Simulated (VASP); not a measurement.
Wanted: the native input for a VASP 6.6.1 run.

```yaml
Task: single point
Functional: revPBE
Dispersion: D4
Potentials_or_basis: VASP PAW PBE potentials, release 64 (K_sv)
Cutoff: 520 eV
k_mesh: 7 × 7 × 7
Occupations: fermi-dirac, width 0.05 eV
Spin: no spin polarisation
Dipole_correction: no
Further_INCAR_settings: ALGO = Normal; EDIFF = 1e-06; NBANDS = 10
```

The structure of K lies in POSCAR:

```
K
1.0
   -2.6597175129      2.6597175129      2.6597175129
    2.6597175129     -2.6597175129      2.6597175129
    2.6597175129      2.6597175129     -2.6597175129
K
1
Direct
    0.0000000000      0.0000000000      0.0000000000
```

These files were run (other wordings do the same):

INCAR

```
PREC = Accurate
ENCUT = 520
EDIFF = 1E-6
ISMEAR = -1
SIGMA = 0.05
LREAL = False
LASPH = True
NELM = 80
ALGO = Normal
ISIF = 2
LWAVE = False
LCHARG = False
GGA = RE
IVDW = 13
NBANDS = 10
```

KPOINTS

```
regular mesh
0
Gamma
  7 7 7
```

Potentials or basis: VASP PAW PBE potentials, release 64 (K_sv).

The run is started by

```console
$ cat potpaw_PBE.64/K_sv/POTCAR > POTCAR
$ mpirun -np 1 vasp_std > vasp.out
```

Results of the run:

```yaml
Pressure: 0.0 GPa
Band_gap_on_the_k_mesh: zero (an odd number of electrons rules out a gap without spin polarisation)
Dispersion_energy_per_atom: -0.087 eV
```

Caveat: the PAW data sets were made with another functional, which shifts forces and pressure a little.

It took 19 s on 1 thread of Intel Xeon 8259CL (shared host), peak memory 0.2 GiB.
